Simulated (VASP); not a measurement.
Wanted: the native input for a VASP 6.6.1 run.

* Task: single point
* Functional: PBEsol
* Potentials or basis: VASP PAW PBE potentials, release 64 (K_sv)
* Cutoff: 500 eV
* k mesh: 6 × 6 × 4
* Occupations: gaussian, width 0.1 eV
* Spin: no spin polarisation
* Dipole correction: no
* Further INCAR settings: ALGO = Normal; EDIFF = 1e-06; NBANDS = 30

The structure of K lies in POSCAR:

```
K
1.0
    3.7010000000     -5.5240000000      0.0000000000
    3.7010000000      5.5240000000      0.0000000000
    0.0000000000      0.0000000000      8.3670000000
K
5
Direct
    0.5000000000      0.0000000000      0.2500000000
    0.0000000000      0.5000000000      0.7500000000
    0.0000000000      0.5000000000      0.2500000000
    0.5000000000      0.0000000000      0.7500000000
    0.0000000000      0.0000000000      0.0000000000
```

The input as run:

INCAR

```
PREC = Accurate
ENCUT = 500
EDIFF = 1E-6
ISMEAR = 0
SIGMA = 0.1
LREAL = F
LASPH = T
NELM = 120
ALGO = Normal
ISIF = 2
LWAVE = F
LCHARG = T
GGA = PS
LELF = T
LVHAR = T
NBANDS = 30
GGA_COMPAT = F
```

KPOINTS

```
Automatic mesh
0
Gamma
  6 6 4
```

Potentials or basis: VASP PAW PBE potentials, release 64 (K_sv).

The run is started by

```sh
$ cat potpaw_PBE.64/K_sv/POTCAR > POTCAR
$ mpirun -np 1 vasp_std > vasp.out
```

It gave:

The pressure is 1.2 GPa and the largest force is 0.219 eV/Å. The band gap on the k mesh is zero (an odd number of electrons rules out a gap without spin polarisation).

Caveat: the PAW data sets were made with another functional, which shifts forces and pressure a little.

Run time: 9.7 min on 1 thread of Intel Xeon 8259CL, with other jobs on the host, peak memory 0.5 GiB.
